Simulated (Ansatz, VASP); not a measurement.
# Two plane-wave programs on NiO

Contents of INCAR:

```
  PREC = Accurate
  ENCUT = 520
  EDIFF = 1E-6
  ISMEAR = 0
  SIGMA = 0.05
  LREAL = F
  LASPH = T
  NELM = 150
  ALGO = Normal
  ISIF = 2
  LWAVE = F
  LCHARG = F
  ISPIN = 2
  MAGMOM = 2 -2 0 0
  LORBIT = 11
  LMAXMIX = 4
  LDAU = T
  LDAUTYPE = 2
  LDAUL = 2 -1
  LDAUU = 6.2 0
  LDAUJ = 0 0
  LDAUPRINT = 1
  GGA = PE
  NBANDS = 28
```

The input KPOINTS:

```
Automatic mesh
0
Gamma
  8 8 6
```

File POSCAR:

```
NiO
1.0
    0.0000000000      2.1337897282     -2.1337897282
    0.0000000000      2.1337897282      2.1337897282
    4.2675794564      0.0000000000      0.0000000000
Ni O
2 2
Direct
    0.0000000000      0.0000000000      0.0000000000
    0.5000000000      0.5000000000      0.5000000000
    0.0000000000      1.0000000000      0.5000000000
    0.5000000000      1.5000000000      1.0000000000
```

Input for Ansatz:

```yaml
crystal:
  lattice:
    - [0.0, 2.1337897282, -2.1337897282]
    - [0.0, 2.1337897282, 2.1337897282]
    - [4.2675794564, 0.0, 0.0]
  atoms:
    - { symbol: Ni, position: [0.0, 0.0, 0.0], spin: 2.0 }
    - { symbol: O, position: [0.0, 1.0, 0.5] }
    - { symbol: Ni, position: [0.5, 0.5, 0.5], spin: -2.0 }
    - { symbol: O, position: [0.5, 1.5, 1.0] }
basis:
  ecutwfc: 420
  ecutrho_ratio: 4
kpoints:
  mp_grid: { grid: [8, 8, 6] }
hamiltonian:
  xc: pbe
  hubbard: { sites: [{ species: Ni, l: d, u_eff: 6.2 }] }
scf:
  occupations: { method: gaussian, width: 0.05 }
  lower_state_search: "off"
output:
  forces: true
  stress: true
  eigenvalues: true
  populations: true
  hubbard: { sites: [{ species: Ni, l: d }] }
magnetization:
  spin_polarized: true
checkpoint:
  read: start.run
  write: ck
  compress: false
  write_wavefunctions: false
  write_every: 100000
```

Alike in both runs: task single point; functional PBE; k mesh 8 × 8 × 6; occupations gaussian, width 0.05 eV; collinear spin; Hubbard terms Ni d U = 6.2 eV.

```csv
,VASP,Ansatz
version,VASP 6.6.1,Ansatz 0.2.0
potentials or method,"VASP PAW PBE potentials, release 64 (Ni, O), cutoff 520 eV","scalar-relativistic, plane waves, PAW"
valence electrons in the cell,32,48
```

|  | VASP | Ansatz | Ansatz less VASP |
| --- | --- | --- | --- |
| gap on the k mesh at the Fermi level (eV) | 2.43 | 2.00 | -0.430 |
| least direct gap on the mesh (eV) | 3.27 | 2.97 | -0.300 |
| pressure (GPa) | -8.0 | 0.2 | +8.21 |
| net moment per atom (μB) | 0.00 | 0.00 | 0.000 |
| size of the moment on the site where the two differ most (μB) | 1.84 | 1.74 | -0.095 |

Site moments also hang on the region over which each program counts them. The programs project onto different local orbitals, so the same U acts differently, and such runs can settle in different states. VASP's potentials hold 32 valence electrons a cell and Ansatz's 48, so a difference there can come from the potentials and not from the codes. Ansatz's warnings: stability check not made.
